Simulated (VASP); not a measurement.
# Sn (P1) in VASP: single point with PBE

Aim: the single point of Sn with PBE.

Program: VASP 6.6.1. These are calculated values, not measurements. Logs are shortened: lines on timing, memory, paths and dates and some standing lists are left out, and cuts for length are marked.

### Step 1. The cell of the first run

The typed cell holds 4 atoms: a = 8.852 Å, b = 4.426 Å, c = 4.426 Å, α = 97.45°, β = 97.45°, γ = 137.79°.

### Step 2. Single point, PBE

File INCAR:

```
ALGO = Normal
EDIFF = 1E-6
ENCUT = 520
GGA = PE
ISIF = 2
ISMEAR = -1
LASPH = T
LCHARG = F
LREAL = F
LWAVE = F
NBANDS = 36
NELM = 100
PREC = Accurate
SIGMA = 0.08
```

File KPOINTS:

```
k-points
0
Gamma
  4 7 5
```

File POSCAR:

```
Sn
1.0
   -5.8392881500      5.8392881500      3.1876000000
    2.9196440750     -2.9196440750      1.5938000000
    2.9196440750      2.9196440750     -1.5938000000
Sn
4
Direct
   -0.0019357213     -0.0115456658      0.0084917885
    0.4809598932     -0.0276066509     -0.0097570112
    0.3926322426      0.2814784200      0.4932179961
    0.8783435599      0.2576737511      0.5080470297
```

Potentials or basis: VASP PAW PBE potentials, release 64 (Sn_d).

Launch:

```
$ cat potpaw_PBE.64/Sn_d/POTCAR > POTCAR
$ mpirun -np 1 vasp_std > vasp.out
```

OUTCAR:

```text
EDIFF = 1E-6
   ENCUT = 520
   GGA = PE
   ISIF = 2
   ISMEAR = -1
   LASPH = T
   LREAL = F
   NELM = 100
   PREC = Accurate

 ion  position               nearest neighbor table
   1  0.998  0.988  0.008-   4 2.99   3 3.02   4 3.04   4 3.07   2 3.14   2 3.24   3 3.72   4 3.72

   2  0.481  0.972  0.990-   3 2.95   3 3.01   3 3.04   4 3.13   1 3.14   1 3.24   4 3.65   3 3.69

   3  0.393  0.281  0.493-   2 2.95   2 3.01   1 3.02   2 3.04   4 3.08   4 3.30   2 3.69   1 3.72

   4  0.878  0.258  0.508-   1 2.99   1 3.04   1 3.07   3 3.08   2 3.13   3 3.30   2 3.65   1 3.72

  LATTYP: Found a base centered monoclinic cell.
 ALAT       =     6.6526746395
 B/A-ratio  =     0.8777354172
 C/A-ratio  =     0.9582912656
 COS(beta)  =    -0.4791456328

  Lattice vectors:

 A1 = (   2.9196440750,   2.9196440750,  -1.5938000000)
 A2 = (  -2.9196440750,   2.9196440750,  -1.5938000000)
 A3 = (   0.0000000000,   0.0000000000,   6.3752000000)

Analysis of symmetry for initial positions (statically):
=====================================================================
 Subroutine PRICEL returns:
 Original cell was already a primitive cell.

 Routine SETGRP: Setting up the symmetry group for a
 base centered monoclinic supercell.

 Subroutine GETGRP returns: Found  1 space group operations
 (whereof  1 operations were pure point group operations)
 out of a pool of  4 trial point group operations.

The static configuration has the point symmetry C_1 .

Analysis of symmetry for dynamics (positions and initial velocities):
=====================================================================
 Subroutine PRICEL returns:
 Original cell was already a primitive cell.

 Routine SETGRP: Setting up the symmetry group for a
 base centered monoclinic supercell.

 Subroutine GETGRP returns: Found  1 space group operations
 (whereof  1 operations were pure point group operations)
 out of a pool of  4 trial point group operations.

The dynamic configuration has the point symmetry C_1 .

 Subroutine INISYM returns: Found  1 space group operations
 (whereof  1 operations are pure point group operations),
 and found     1 'primitive' translations

----------------------------------------------------------------------------------------

                                     Primitive cell

  volume of cell :     108.6885

  direct lattice vectors                    reciprocal lattice vectors
    -5.839288150  5.839288150  3.187600000     0.000000000  0.085626876  0.156857824
     2.919644075 -2.919644075  1.593800000     0.171253751  0.000000000  0.313715648
     2.919644075  2.919644075 -1.593800000     0.171253751  0.171253751  0.000000000

  length of vectors
     8.851856639  4.425928320  4.425928320     0.178707411  0.357414822  0.242189378

  position of ions in fractional coordinates (direct lattice)
     0.998064279  0.988454334  0.008491789
     0.480959893  0.972393349  0.990242989
     0.392632243  0.281478420  0.493217996
     0.878343560  0.257673751  0.508047030

  ion indices of the primitive-cell ions
   primitive index   ion index
                 1           1
                 2           2
                 3           3
                 4           4

----------------------------------------------------------------------------------------

 KPOINTS: k-points

Automatic generation of k-mesh.
 Grid dimensions read from file:
 generate k-points for:    4    7    5

 Generating k-lattice:

  Cartesian coordinates                     Fractional coordinates (reciprocal lattice)
     0.000000000  0.021406719  0.039214456     0.250000000 -0.000000000  0.000000000
     0.024464822  0.000000000  0.044816521     0.000000000  0.142857143  0.000000000
     0.034250750  0.034250750  0.000000000     0.000000000  0.000000000  0.200000000

  Length of vectors
     0.044676853  0.051059260  0.048437876

  Shift w.r.t. Gamma in fractional coordinates (k-lattice)
     0.000000000  0.000000000  0.000000000

 -----------------------------------------------------------------------------
|                                                                             |
|           W    W    AA    RRRRR   N    N  II  N    N   GGGG   !!!           |
|           W    W   A  A   R    R  NN   N  II  NN   N  G    G  !!!           |
|           W    W  A    A  R    R  N N  N  II  N N  N  G       !!!           |
|           W WW W  AAAAAA  RRRRR   N  N N  II  N  N N  G  GGG   !            |
|           WW  WW  A    A  R   R   N   NN  II  N   NN  G    G                |
|           W    W  A    A  R    R  N    N  II  N    N   GGGG   !!!           |
|                                                                             |
|     Your reciprocal lattice and k-lattice belong to different lattice       |
|     classes:                                                                |
|                                                                             |
|        The reciprocal lattice is base-centered monoclinic,                  |
|        whereas your k-lattice is triclinic.                                 |
|                                                                             |
|     Results are often still useful ...                                      |
|                                                                             |
 -----------------------------------------------------------------------------

 WARNING: IBZKPT: internal override: KBLOWUP is changed to .FALSE.
      ... skipping the blow-up phase ...

 Subroutine IBZKPT returns following result:
 ===========================================

 Found     71 irreducible k-points:

 Following reciprocal coordinates:
            Coordinates               Weight
  0.000000  0.000000  0.000000      1.000000
  0.250000  0.000000  0.000000      2.000000
  0.500000  0.000000  0.000000      1.000000
  0.000000  0.142857 -0.000000      2.000000
  0.250000  0.142857 -0.000000      2.000000
  0.500000  0.142857 -0.000000      2.000000
[... 16 lines left out ...]
 -0.250000  0.142857  0.200000      2.000000
  0.000000  0.285714  0.200000      2.000000
 [... further k-points ...]
   k-points           NKPTS =     71   k-points in BZ     NKDIM =     71   number of bands    NBANDS=     36
   number of dos      NEDOS =    301   number of ions     NIONS =      4
   total plane-waves  NPLWV =  90720
   dimension x,y,z NGX =    70 NGY =   36 NGZ =   36
   dimension x,y,z NGXF=   140 NGYF=   72 NGZF=   72
   ions per type =               4
   NGX,Y,Z   is equivalent  to a cutoff of  13.15, 13.52, 13.52 a.u.
   NGXF,Y,Z  is equivalent  to a cutoff of  26.29, 27.04, 27.04 a.u.
 SYSTEM =  unknown system
   PREC   = accura    normal or accurate (medium, high low for compatibility)
   ISTART =      0    job   : 0-new  1-cont  2-samecut
   ICHARG =      2    charge: 1-file 2-atom 10-const
   ISPIN  =      1    spin polarized calculation?
   LNONCOLLINEAR =      F non collinear calculations
   LSORBIT =      F    spin-orbit coupling
   LASPH  =      T    aspherical Exc in radial PAW
   ENCUT  =  520.0 eV  38.22 Ry    6.18 a.u.  16.46  8.23  8.23*2*pi/ulx,y,z
   NELM   =    100;   NELMIN=  2; NELMDL= -5     # of ELM steps
   EDIFF  = 0.1E-05   stopping-criterion for ELM
   LREAL  =      F    real-space projection
   EDIFFG = 0.1E-04   stopping-criterion for IOM
   NSW    =      0    number of steps for IOM
   IBRION =     -1    ionic relax: 0-MD 1-quasi-New 2-CG
   NFREE  =      0    steps in history (QN), initial steepest desc. (CG)
   ISIF   =      2    stress and relaxation
   ISYM   =      2    0-nonsym 1-usesym 2-fastsym
   POTIM  = 0.5000    time-step for ionic-motion
   TEBEG  =    0.0;   TEEND  =   0.0 temperature during run
   PSTRESS=    0.0 pullay stress
   NELECT =      56.0000    total number of electrons
   NUPDOWN=      -1.0000    fix difference up-down
   EMIN   =  10.00;   EMAX   =-10.00  energy-range for DOS
   EFERMI =   0.00;   METHOD = LEGACY
   ISMEAR =    -1;   SIGMA  =   0.08  broadening in eV -4-tet -1-fermi 0-gaus
   EFERMI_NEDOS =   21; number of points for ismear=-14 and -15
   IALGO  =     38    algorithm
   IMIX   =      4    mixing-type and parameters
     AMIX     =   0.40;   BMIX     =  1.00
     AMIX_MAG =   1.60;   BMIX_MAG =  1.00
  volume/ion in A,a.u.               =      27.17       183.37
  Fermi-wavevector in a.u.,A,eV,Ry     =   1.312430  2.480134 23.435677  1.722474
  Thomas-Fermi vector in A             =   2.442823
   LORBIT       =      0    0 simple, 1 ext, 2 COOP (PROOUT), +10 PAW based schemes
   GGA     = PE    functional components
   LHFCALC =     F    Hartree Fock is set to
   AEXX    =    0.0000 exact exchange contribution
   IVDW    =     0    specifies the selected vdW correction
   LEPSILON=     F    determine dielectric tensor
   LRPA    =     F    only Hartree local field effects (RPA)
 non-spin polarized calculation
  energy-cutoff  :      520.00
  volume of cell :      108.69
 maximum number of plane-waves:      2941
 NGX is ok and might be reduce to    70
   NGX = 33   NGY = 17   NGZ = 17

 number of electron      56.0000007 magnetization

 Free energy of the ion-electron system (eV)
  ---------------------------------------------------
  ext. energy  EPLUGINS =         0.00000000
  ---------------------------------------------------
  free energy    TOTEN  =       -15.15822033 eV

  energy without entropy =      -15.11385310  energy(sigma->0) =      -15.13603671

 E-fermi :   7.9298     XC(G=0): -10.2975

 val. band max:        7.9127529247   @ k =   0.2500   0.2857  -0.0000
 cond. band min:       7.9582003406   @ k =  -0.2500   0.0000   0.2000
 fundamental gap:      0.0454474159
 Fermi energy:         7.9297532289

 k-point     1 :       0.0000    0.0000    0.0000
  band No.  band energies     occupation
      1     -13.7118      2.00000
      2     -13.6354      2.00000
      3     -13.6101      2.00000
      4     -13.5720      2.00000
      5     -13.5657      2.00000
      6     -13.5488      2.00000
[... 28 lines left out ...]
     35      14.2982      0.00000
     36      14.7495      0.00000
[... 866 lines left out ...]
      6     -13.5173      2.00000
[... 28 lines left out ...]
     35      12.6081      0.00000
     36      13.1218      0.00000

 [... further k-points ...]

------------------------ aborting loop because EDIFF is reached ----------------------------------------

  FORCE on cell =-STRESS in cart. coord.  units (eV):
  Direction    XX          YY          ZZ          XY          YZ          ZX
  --------------------------------------------------------------------------------------
  -------------------------------------------------------------------------------------
  Total        2.6558464      1.2499732      1.2389047     -0.3048365      0.0973125      0.1387684
  in kB       39.1498320     18.4258556     18.2626938     -4.4935942      1.4344829      2.0455849
  external PRESSURE =      25.2794604 kB  Pullay stress =       0.0000000 kB

 VOLUME and BASIS-vectors are now :
 -----------------------------------------------------------------------------
  energy-cutoff  :      520.00
  volume of cell :      108.69
      direct lattice vectors                 reciprocal lattice vectors
    -5.839288150  5.839288150  3.187600000     0.000000000  0.085626876  0.156857824
     2.919644075 -2.919644075  1.593800000     0.171253751  0.000000000  0.313715648
     2.919644075  2.919644075 -1.593800000     0.171253751  0.171253751  0.000000000

 POSITION                                       TOTAL-FORCE (eV/Angst)
 -----------------------------------------------------------------------------------
     -2.91726      2.96684      4.74329         0.093033     -0.089308     -0.080483
      2.92174      2.86058      1.50466        -0.161879      0.070006      0.148765
     -0.03086      2.91090      0.91408         0.176994      0.098868     -0.138164
     -2.89327      5.85990      2.40076        -0.108148     -0.079565      0.069882
 -----------------------------------------------------------------------------------
    total drift:                               -0.000004      0.000026      0.000019

  FREE ENERGIE OF THE ION-ELECTRON SYSTEM (eV)
  ---------------------------------------------------
  free  energy   TOTEN  =       -15.1582203251 eV

  energy  without entropy=      -15.1138530978  energy(sigma->0) =      -15.13603671
```

Run time: 2.8 min. Hardware: 1 thread of Intel Xeon 6975P-C (Granite Rapids), shared host; peak memory 0.4 GiB.

Results:

| Property | Result |
| --- | --- |
| Free energy | -15.1582 eV |
| Pressure | 2.5 GPa |
| Largest force | 0.245 eV/Å |
| Band gap on the k mesh | zero (bands 28 and 29 overlap by 2.79 eV) |

Forces on the atoms (eV/Å):
```
Sn   0.093 -0.089 -0.080
Sn  -0.162  0.070  0.149
Sn   0.177  0.099 -0.138
Sn  -0.108 -0.080  0.070
```

Caveat: spin-orbit coupling is left out, which moves the levels of the heavy elements.

The gap in the log of VASP goes by the Fermi energy; the results here count the filled bands.